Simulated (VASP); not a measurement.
# Pt (I4/mmm) in VASP: notebook, part 2 of 3

VASP 6.6.1.

## (3) Single point, PBEsol (strain +0.000 along x and y, -0.015 along z)

The input, INCAR:

```
  ALGO = Normal
  EDIFF = 1E-6
  ENCUT = 520
  GGA = PS
  ISIF = 2
  ISMEAR = 0
  LASPH = True
  LCHARG = True
  LELF = True
  LREAL = False
  LVHAR = True
  LWAVE = False
  NBANDS = 11
  NELM = 100
  PREC = Accurate
  SIGMA = 0.15
```

The input, KPOINTS:

```
k-points
0
Gamma
  20 20 20
```

The input, POSCAR:

```
Pt
1.0
    0.0000000000      1.9579000000      1.9285315000
    1.9579000000      0.0000000000      1.9285315000
    1.9579000000      1.9579000000      0.0000000000
Pt
1
Direct
    0.0000000000      0.0000000000      0.0000000000
```

Potentials or basis: VASP PAW PBE potentials, release 64 (Pt).

On the command line:

```console
cat potpaw_PBE.64/Pt/POTCAR > POTCAR
mpirun -np 1 vasp_std > vasp.out
```

OUTCAR:

```text
EDIFF = 1E-6
   ENCUT = 520
   GGA = PS
   ISIF = 2
   ISMEAR = 0
   LASPH = True
   LREAL = False
   NELM = 100
   PREC = Accurate

 ion  position               nearest neighbor table
   1  0.000  0.000  0.000-

  LATTYP: Found a body centered tetragonal cell.
 ALAT       =     2.7688887338
 C/A-ratio  =     1.3930003589

  Lattice vectors:

 A1 = (   0.0000000000,  -1.9579000000,  -1.9285315000)
 A2 = (   0.0000000000,   1.9579000000,  -1.9285315000)
 A3 = (   1.9579000000,   0.0000000000,   1.9285315000)

Analysis of symmetry for initial positions (statically):
=====================================================================
 Subroutine PRICEL returns:
 Original cell was already a primitive cell.

 Routine SETGRP: Setting up the symmetry group for a
 body centered tetragonal supercell.

 Subroutine GETGRP returns: Found 16 space group operations
 (whereof 16 operations were pure point group operations)
 out of a pool of 16 trial point group operations.

The static configuration has the point symmetry D_4h.

Analysis of symmetry for dynamics (positions and initial velocities):
=====================================================================
 Subroutine PRICEL returns:
 Original cell was already a primitive cell.

 Routine SETGRP: Setting up the symmetry group for a
 body centered tetragonal supercell.

 Subroutine GETGRP returns: Found 16 space group operations
 (whereof 16 operations were pure point group operations)
 out of a pool of 16 trial point group operations.

The dynamic configuration has the point symmetry D_4h.

 Subroutine INISYM returns: Found 16 space group operations
 (whereof 16 operations are pure point group operations),
 and found     1 'primitive' translations

----------------------------------------------------------------------------------------

                                     Primitive cell

  volume of cell :      14.7856

  direct lattice vectors                    reciprocal lattice vectors
     0.000000000  1.957900000  1.928531500    -0.255375658  0.255375658  0.259264627
     1.957900000  0.000000000  1.928531500     0.255375658 -0.255375658  0.259264627
     1.957900000  1.957900000  0.000000000     0.255375658  0.255375658 -0.259264627

  length of vectors
     2.748200531  2.748200531  2.768888734     0.444580251  0.444580251  0.444580251

  position of ions in fractional coordinates (direct lattice)
     0.000000000  0.000000000  0.000000000

  ion indices of the primitive-cell ions
   primitive index   ion index
                 1           1

----------------------------------------------------------------------------------------

 KPOINTS: k-points

Automatic generation of k-mesh.
 Grid dimensions read from file:
 generate k-points for:   20   20   20

 Generating k-lattice:

  Cartesian coordinates                     Fractional coordinates (reciprocal lattice)
    -0.012768783  0.012768783  0.012963231     0.050000000  0.000000000  0.000000000
     0.012768783 -0.012768783  0.012963231     0.000000000  0.050000000  0.000000000
     0.012768783  0.012768783 -0.012963231    -0.000000000 -0.000000000  0.050000000

  Length of vectors
     0.022229013  0.022229013  0.022229013

  Shift w.r.t. Gamma in fractional coordinates (k-lattice)
     0.000000000  0.000000000  0.000000000

 Subroutine IBZKPT returns following result:
 ===========================================

 Found    641 irreducible k-points:

 Following reciprocal coordinates:
            Coordinates               Weight
  0.000000  0.000000  0.000000      1.000000
  0.050000  0.000000  0.000000      8.000000
  0.100000 -0.000000  0.000000      8.000000
  0.150000  0.000000  0.000000      8.000000
  0.200000 -0.000000  0.000000      8.000000
  0.250000  0.000000  0.000000      8.000000
[... 16 lines left out ...]
 -0.400000  0.050000  0.000000      8.000000
 -0.350000  0.050000  0.000000      8.000000
 [... further k-points ...]
   k-points           NKPTS =    641   k-points in BZ     NKDIM =    641   number of bands    NBANDS=     11
   number of dos      NEDOS =    301   number of ions     NIONS =      1
   total plane-waves  NPLWV =   9600
   dimension x,y,z NGX =    20 NGY =   20 NGZ =   24
   dimension x,y,z NGXF=    40 NGYF=   40 NGZF=   48
   ions per type =               1
   NGX,Y,Z   is equivalent  to a cutoff of  12.10, 12.10, 14.41 a.u.
   NGXF,Y,Z  is equivalent  to a cutoff of  24.20, 24.20, 28.82 a.u.
 SYSTEM =  unknown system
   PREC   = accura    normal or accurate (medium, high low for compatibility)
   ISTART =      0    job   : 0-new  1-cont  2-samecut
   ICHARG =      2    charge: 1-file 2-atom 10-const
   ISPIN  =      1    spin polarized calculation?
   LNONCOLLINEAR =      F non collinear calculations
   LSORBIT =      F    spin-orbit coupling
   LASPH  =      T    aspherical Exc in radial PAW
   ENCUT  =  520.0 eV  38.22 Ry    6.18 a.u.   5.11  5.11  5.15*2*pi/ulx,y,z
   NELM   =    100;   NELMIN=  2; NELMDL= -5     # of ELM steps
   EDIFF  = 0.1E-05   stopping-criterion for ELM
   LREAL  =      F    real-space projection
   EDIFFG = 0.1E-04   stopping-criterion for IOM
   NSW    =      0    number of steps for IOM
   IBRION =     -1    ionic relax: 0-MD 1-quasi-New 2-CG
   NFREE  =      0    steps in history (QN), initial steepest desc. (CG)
   ISIF   =      2    stress and relaxation
   ISYM   =      2    0-nonsym 1-usesym 2-fastsym
   POTIM  = 0.5000    time-step for ionic-motion
   TEBEG  =    0.0;   TEEND  =   0.0 temperature during run
   PSTRESS=    0.0 pullay stress
   NELECT =      10.0000    total number of electrons
   NUPDOWN=      -1.0000    fix difference up-down
   EMIN   =  10.00;   EMAX   =-10.00  energy-range for DOS
   EFERMI =   0.00;   METHOD = LEGACY
   ISMEAR =     0;   SIGMA  =   0.15  broadening in eV -4-tet -1-fermi 0-gaus
   EFERMI_NEDOS =   21; number of points for ismear=-14 and -15
   IALGO  =     38    algorithm
   IMIX   =      4    mixing-type and parameters
     AMIX     =   0.40;   BMIX     =  1.00
     AMIX_MAG =   1.60;   BMIX_MAG =  1.00
  volume/ion in A,a.u.               =      14.79        99.78
  Fermi-wavevector in a.u.,A,eV,Ry     =   1.437018  2.715571 28.096318  2.065021
  Thomas-Fermi vector in A             =   2.556142
   LORBIT       =      0    0 simple, 1 ext, 2 COOP (PROOUT), +10 PAW based schemes
   GGA     = PS    functional components
   LHFCALC =     F    Hartree Fock is set to
   AEXX    =    0.0000 exact exchange contribution
   IVDW    =     0    specifies the selected vdW correction
   LEPSILON=     F    determine dielectric tensor
   LRPA    =     F    only Hartree local field effects (RPA)
 non-spin polarized calculation
 Gauss-broadening in eV      SIGMA  =   0.15
  energy-cutoff  :      520.00
  volume of cell :       14.79
 maximum number of plane-waves:       411
   NGX = 11   NGY = 11   NGZ = 11

 number of electron      10.0000001 magnetization

 Free energy of the ion-electron system (eV)
  ---------------------------------------------------
  ext. energy  EPLUGINS =         0.00000000
  ---------------------------------------------------
  free energy    TOTEN  =        -6.97009204 eV

  energy without entropy =       -6.95103979  energy(sigma->0) =       -6.96056592

 E-fermi :  11.4908     XC(G=0): -13.7450

 val. band max:       11.4894044993   @ k =  -0.4500   0.1500   0.0500
 cond. band min:      11.4909353845   @ k =  -0.4500   0.2500   0.0000
 fundamental gap:      0.0015308852
 Fermi energy:        11.4907557771

 k-point     1 :       0.0000    0.0000    0.0000
  band No.  band energies     occupation
      1       0.9599      2.00000
      2       7.4953      2.00000
      3       7.4953      2.00000
      4       7.6767      2.00000
      5       9.6966      2.00000
      6       9.9110      2.00000
      7      26.0519      0.00000
      8      30.9818      0.00000
      9      30.9818      0.00000
     10      31.3950      0.00000
     11      36.4945      0.00000

 k-point     2 :       0.0500    0.0000    0.0000
  band No.  band energies     occupation
      1       1.0630      2.00000
      2       7.4711      2.00000
      3       7.5372      2.00000
      4       7.6948      2.00000
      5       9.6745      2.00000
      6       9.8842      2.00000
      7      26.2163      0.00000
      8      30.5282      0.00000
      9      31.1419      0.00000
     10      31.4483      0.00000
     11      37.1270      0.00000
[... 295 lines left out ...]
 k-point    24 :      -0.3500    0.0500    0.0000
  band No.  band energies     occupation
      1       3.9247      2.00000
      2       7.6370      2.00000
      3       7.7169      2.00000
      4       8.4685      2.00000
      5      10.6878      2.00000
      6      11.3193      1.89408
      7      20.7301      0.00000
      8      26.5683      0.00000
      9      31.2923      0.00000
     10      32.6669      0.00000
     11      37.1185      0.00000

 [... further k-points ...]
[... 5 lines left out ...]
  --------------------------------------------------------------------------------------
  -------------------------------------------------------------------------------------
  Total        0.3918478      0.3918478      0.5369460      0.0000000      0.0000000      0.0000000
  in kB       42.4610050     42.4610050     58.1839849      0.0000000      0.0000000      0.0000000
  external PRESSURE =      47.7019983 kB  Pullay stress =       0.0000000 kB

 VOLUME and BASIS-vectors are now :
 -----------------------------------------------------------------------------
  energy-cutoff  :      520.00
  volume of cell :       14.79
      direct lattice vectors                 reciprocal lattice vectors
     0.000000000  1.957900000  1.928531500    -0.255375658  0.255375658  0.259264627
     1.957900000  0.000000000  1.928531500     0.255375658 -0.255375658  0.259264627
     1.957900000  1.957900000  0.000000000     0.255375658  0.255375658 -0.259264627

 POSITION                                       TOTAL-FORCE (eV/Angst)
 -----------------------------------------------------------------------------------
      0.00000      0.00000      0.00000         0.000000      0.000000      0.000000
 -----------------------------------------------------------------------------------
    total drift:                               -0.000000     -0.000000      0.000000

  FREE ENERGIE OF THE ION-ELECTRON SYSTEM (eV)
  ---------------------------------------------------
  free  energy   TOTEN  =        -6.9700920415 eV

  energy  without entropy=       -6.9510397946  energy(sigma->0) =       -6.96056592
```

OSZICAR:

```text
N       E                     dE             d eps       ncg     rms          rms(c)
DAV:   1     0.392492507682E+02    0.39249E+02   -0.53562E+03 14342   0.847E+02
DAV:   2    -0.680889608239E+01   -0.46058E+02   -0.44128E+02 16055   0.178E+02
DAV:   3    -0.741639386630E+01   -0.60750E+00   -0.60394E+00 16539   0.195E+01
DAV:   4    -0.741869427801E+01   -0.23004E-02   -0.23002E-02 16253   0.142E+00
DAV:   5    -0.741871184718E+01   -0.17569E-04   -0.17570E-04 16485   0.114E-01    0.141E+01
DAV:   6    -0.702143769899E+01    0.39727E+00   -0.88869E-01 15221   0.749E+00    0.723E+00
DAV:   7    -0.697455994763E+01    0.46878E-01   -0.16474E-01 16337   0.311E+00    0.261E+00
DAV:   8    -0.697034163118E+01    0.42183E-02   -0.68320E-03 15338   0.759E-01    0.639E-01
DAV:   9    -0.697008754376E+01    0.25409E-03   -0.17719E-04 15758   0.124E-01    0.282E-02
DAV:  10    -0.697009190054E+01   -0.43568E-05   -0.35242E-06 17634   0.131E-02    0.441E-03
DAV:  11    -0.697009204150E+01   -0.14097E-06   -0.46907E-08  8503   0.203E-03
   1 F= -.69700920E+01 E0= -.69605659E+01  d E =-.190522E-01
```

It took 88 s on 1 thread of Intel Xeon Platinum 8375C at 2.90GHz (Ice Lake), shared host; peak memory 0.22 GiB.

Results:

- Free energy: -6.9701 eV
- Pressure: 4.8 GPa
- Band gap on the k mesh: zero (band 5 reaches 12.07 eV, above the bottom of band 6 at 9.76 eV)

Stress tensor (GPa, compression positive):
```
4.25 0.00 0.00
0.00 4.25 0.00
0.00 0.00 5.82
```

Caveat: the cell differs from its parent crystal (strain +0.000 along x and y, -0.015 along z); the PAW data sets were made with another functional, which shifts forces and pressure a little; spin-orbit coupling is left out, which moves the levels of the heavy elements.

[end of part 2 of 3]
